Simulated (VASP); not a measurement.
# Pd (I4/mmm) in VASP: notebook, part 2 of 2

VASP 6.6.1.

## (3) Single point, PBE (strain -0.0375 x Voigt [1, 1, 0, 0, 0, 0])

Input file INCAR:

```
PREC = Accurate ; ENCUT = 500
EDIFF = 1E-6 ; ISMEAR = 0
SIGMA = 0.15 ; LREAL = F
LASPH = T ; NELM = 120
ALGO = Normal ; ISIF = 2
LWAVE = F ; LCHARG = T
GGA = PE ; LELF = T
LVHAR = T ; NBANDS = 11
GGA_COMPAT = F
```

Input file KPOINTS:

```
regular mesh
0
Gamma
  8 8 8
```

Input file POSCAR:

```
Pd
1.0
    0.0000000000      1.8719662500      1.9449000000
    1.8719662500      0.0000000000      1.9449000000
    1.8719662500      1.8719662500      0.0000000000
Pd
1
Direct
    0.0000000000      0.0000000000      0.0000000000
```

Potentials or basis: VASP PAW PBE potentials, release 64 (Pd).

Run with:

```sh
> cat potpaw_PBE.64/Pd/POTCAR > POTCAR
> mpirun -np 1 vasp_std > vasp.out
```

OUTCAR:

```text
PREC = Accurate
   ENCUT = 500
   EDIFF = 1E-6
   ISMEAR = 0
   LREAL = F
   LASPH = T
   NELM = 120
   ISIF = 2
   GGA = PE

 ion  position               nearest neighbor table
   1  0.000  0.000  0.000-

  LATTYP: Found a body centered tetragonal cell.
 ALAT       =     2.6473600591
 C/A-ratio  =     1.4693127921

  Lattice vectors:

 A1 = (  -1.8719662500,   0.0000000000,   1.9449000000)
 A2 = (   1.8719662500,   0.0000000000,   1.9449000000)
 A3 = (   0.0000000000,   1.8719662500,  -1.9449000000)

Analysis of symmetry for initial positions (statically):
=====================================================================
 Subroutine PRICEL returns:
 Original cell was already a primitive cell.

 Routine SETGRP: Setting up the symmetry group for a
 body centered tetragonal supercell.

 Subroutine GETGRP returns: Found 16 space group operations
 (whereof 16 operations were pure point group operations)
 out of a pool of 16 trial point group operations.

The static configuration has the point symmetry D_4h.

Analysis of symmetry for dynamics (positions and initial velocities):
=====================================================================
 Subroutine PRICEL returns:
 Original cell was already a primitive cell.

 Routine SETGRP: Setting up the symmetry group for a
 body centered tetragonal supercell.

 Subroutine GETGRP returns: Found 16 space group operations
 (whereof 16 operations were pure point group operations)
 out of a pool of 16 trial point group operations.

The dynamic configuration has the point symmetry D_4h.

 Subroutine INISYM returns: Found 16 space group operations
 (whereof 16 operations are pure point group operations),
 and found     1 'primitive' translations

----------------------------------------------------------------------------------------

                                     Primitive cell

  volume of cell :      13.6309

[... 106 lines left out ...]
     AMIX_MAG =   1.60;   BMIX_MAG =  1.00
  volume/ion in A,a.u.               =      13.63        91.99
  Fermi-wavevector in a.u.,A,eV,Ry     =   1.476501  2.790182 29.661450  2.180055
  Thomas-Fermi vector in A             =   2.591020
   LORBIT       =      0    0 simple, 1 ext, 2 COOP (PROOUT), +10 PAW based schemes
   GGA     = PE    functional components
   LHFCALC =     F    Hartree Fock is set to
   AEXX    =    0.0000 exact exchange contribution
   IVDW    =     0    specifies the selected vdW correction
   LEPSILON=     F    determine dielectric tensor
   LRPA    =     F    only Hartree local field effects (RPA)
 non-spin polarized calculation
 Gauss-broadening in eV      SIGMA  =   0.15
  energy-cutoff  :      500.00
  volume of cell :       13.63
 maximum number of plane-waves:       355
   NGX =  9   NGY =  9   NGZ =  9

 number of electron      10.0000001 magnetization

 Free energy of the ion-electron system (eV)
  ---------------------------------------------------
  ext. energy  EPLUGINS =         0.00000000
  ---------------------------------------------------
  free energy    TOTEN  =        -5.07451451 eV

  energy without entropy =       -5.05166478  energy(sigma->0) =       -5.06308965

 E-fermi :  11.2942     XC(G=0): -13.6778

 val. band max:       11.2847551734   @ k =   0.5000   0.0000   0.0000
 cond. band min:      11.3168403443   @ k =   0.5000   0.0000   0.2500
 fundamental gap:      0.0320851709
 Fermi energy:        11.2941543461

 k-point     1 :       0.0000    0.0000    0.0000
  band No.  band energies     occupation
      1       3.4102      2.00000
      2       7.7233      2.00000
      3       8.1337      2.00000
      4       8.1337      2.00000
      5       9.5952      2.00000
      6      10.0313      2.00000
      7      28.4035      0.00000
      8      32.9177      0.00000
      9      33.9617      0.00000
     10      33.9617      0.00000
     11      37.1896      0.00000
[... 309 lines left out ...]
 k-point    24 :       0.3750    0.0000    0.1250
  band No.  band energies     occupation
      1       5.7807      2.00000
      2       7.8865      2.00000
      3       8.1482      2.00000
      4       8.5058      2.00000
      5      10.9374      1.99923
      6      11.3903      0.36459
      7      23.5132      0.00000
      8      29.1790      0.00000
      9      31.6807      0.00000
     10      33.7794      0.00000
     11      37.2361      0.00000

 [... further k-points ...]
[... 5 lines left out ...]
  --------------------------------------------------------------------------------------
  -------------------------------------------------------------------------------------
  Total        2.4612792      2.4612792      2.1773465      0.0000000     -0.0000000      0.0000000
  in kB      289.2998238    289.2998238    255.9262494      0.0000000     -0.0000000      0.0000000
  external PRESSURE =     278.1752990 kB  Pullay stress =       0.0000000 kB

 VOLUME and BASIS-vectors are now :
 -----------------------------------------------------------------------------
  energy-cutoff  :      500.00
  volume of cell :       13.63
      direct lattice vectors                 reciprocal lattice vectors
     0.000000000  1.871966250  1.944900000    -0.267098833  0.267098833  0.257082626
     1.871966250  0.000000000  1.944900000     0.267098833 -0.267098833  0.257082626
     1.871966250  1.871966250  0.000000000     0.267098833  0.267098833 -0.257082626

 POSITION                                       TOTAL-FORCE (eV/Angst)
 -----------------------------------------------------------------------------------
      0.00000      0.00000      0.00000        -0.000000      0.000000      0.000000
 -----------------------------------------------------------------------------------
    total drift:                                0.000000      0.000000      0.000000

  FREE ENERGIE OF THE ION-ELECTRON SYSTEM (eV)
  ---------------------------------------------------
  free  energy   TOTEN  =        -5.0745145144 eV

  energy  without entropy=       -5.0516647811  energy(sigma->0) =       -5.06308965
```

stdout:

```text
POSCAR found type information on POSCAR Pd
 POSCAR found :  1 types and       1 ions
 scaLAPACK will be used
 LDA part: xc-table for (Slater+PW92), standard interpolation
 POSCAR, INCAR and KPOINTS ok, starting setup
 FFT: planning ... GRIDC
 FFT: planning ... GRID_SOFT
 FFT: planning ... GRID
 WAVECAR not read
 entering main loop
```

Wall time 14 s (1 thread of Intel Xeon 8259CL, shared host); peak memory 0.13 GiB.

Results:

```
Free energy            : -5.0745 eV
Pressure               : 27.8 GPa
Band gap on the k mesh : zero (band 5 reaches 11.72 eV, above the bottom of band 6 at 9.92 eV)
```

Caveat: the cell differs from its parent crystal (strain -0.0375 x Voigt [1, 1, 0, 0, 0, 0]).

## (4) Single point, PBE (strain +0.0375 x Voigt [1, 1, 0, 0, 0, 0])

Input file INCAR:

```
  ALGO = Normal
  EDIFF = 1E-6
  ENCUT = 500
  GGA = PE
  GGA_COMPAT = F
  ISIF = 2
  ISMEAR = 0
  LASPH = T
  LCHARG = F
  LREAL = F
  LWAVE = F
  NBANDS = 11
  NELM = 120
  PREC = Accurate
  SIGMA = 0.15
```

Input file KPOINTS:

```
k-points
0
Gamma
  8 8 8
```

Input file POSCAR:

```
Pd
1.0
    0.0000000000      2.0178337500      1.9449000000
    2.0178337500      0.0000000000      1.9449000000
    2.0178337500      2.0178337500      0.0000000000
Pd
1
Direct
    0.0000000000      0.0000000000      0.0000000000
```

Run with:

```sh
> cat potpaw_PBE.64/Pd/POTCAR > POTCAR
> mpirun -np 1 vasp_std > vasp.out
```

Run time: 13 s. Hardware: 1 thread of Intel Xeon 8259CL, shared host; peak memory 0.13 GiB.

It converged, with:

```yaml
Free_energy: -5.2025 eV
Pressure: -4.5 GPa
Band_gap_on_the_k_mesh: zero (band 5 reaches 9.01 eV, above the bottom of band 6 at 7.56 eV)
```

Stress tensor (GPa, compression positive):
```
-4.98  0.00  0.00
 0.00 -4.98  0.00
 0.00  0.00 -3.67
```

Levels at points of the mesh, in eV from the Fermi level:
```tsv
k point	band 3	band 4	band 5	band 6	band 7	band 8
(0.00, 0.00, 0.00)	-2.69	-2.38	-1.32	-1.01	17.07	21.16
(0.50, 0.00, 0.00)	-2.48	-0.16	-0.02	1.09	6.71	16.33
(0.50, 0.50, 0.00)	-0.12	0.20	0.20	3.74	10.62	12.29
(0.50, 0.00, 0.50)	-0.12	0.08	0.29	3.05	9.67	12.89
```

Caveat: the cell differs from its parent crystal (strain +0.0375 x Voigt [1, 1, 0, 0, 0, 0]).

## (5) The runs side by side

| cell | gap on the mesh (eV) | pressure (GPa) |
| --- | --- | --- |
| a = 2.649, b = 2.649, c = 2.544 Å, angles 61.3, 61.3, 57.4°, 1 atom | none | 57.5 |
| a = 2.699, b = 2.699, c = 2.647 Å, angles 60.6, 60.6, 58.7°, 1 atom | none | 27.8 |
| a = 2.803, b = 2.803, c = 2.854 Å, angles 59.4, 59.4, 61.2°, 1 atom | none | -4.5 |

Alike in all rows: task single point; level PBE; potentials or basis VASP PAW PBE potentials, release 64 (Pd); no spin polarisation; k mesh 8 × 8 × 8; cutoff (eV) 500; smearing gaussian 0.15 eV.

Caveats: some runs use coarse meshes.

Absolute energies hang on the potentials; compare differences alone.
